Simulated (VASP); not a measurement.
The system is Au.

```
Au
1.0
     0.00000    2.03500    2.03500
     2.03500    0.00000    2.03500
     2.03500    2.03500    0.00000
Au
1
Direct
  0.00000 0.00000 0.00000
```

| Item | Value |
| --- | --- |
| Program | VASP 6.6.1 |
| Task | relaxation of cell and atoms |
| Functional | RPBE |
| Dispersion | D4 |
| Potentials or basis | VASP PAW PBE potentials, release 64 (Au) |
| Cutoff | 600 eV |
| k mesh | 11 × 11 × 11 |
| Occupations | fermi-dirac, width 0.05 eV |
| Spin | no spin polarisation |

At the start: pressure 3.1 GPa; volume 16.85 Å³/atom.

Task: How do energy, volume and symmetry change on relaxing?

Result: Over 3 steps the energy falls by 2.9 meV/atom and the volume is 17.16 Å³/atom (+1.8 %); space group Fm-3m (No. 225, to 0.05 Å).

The path:
```csv
step,energy change (eV),largest force (eV/Å),pressure (GPa),volume (Å³)
1,0.0000,0.0000,3.11,16.85
2,0.0042,0.0000,-4.35,17.67
3,-0.0029,0.0000,-0.01,17.16
```

Final structure:
```
Au
1.0
     0.00000    2.04733    2.04733
     2.04733    0.00000    2.04733
     2.04733    2.04733    0.00000
Au
1
Direct
  0.00000 0.00000 0.00000
```

Caveat: the PAW data sets were made with another functional, which shifts forces and pressure a little; pairwise dispersion overbinds metals, which lowers pressure and volume.
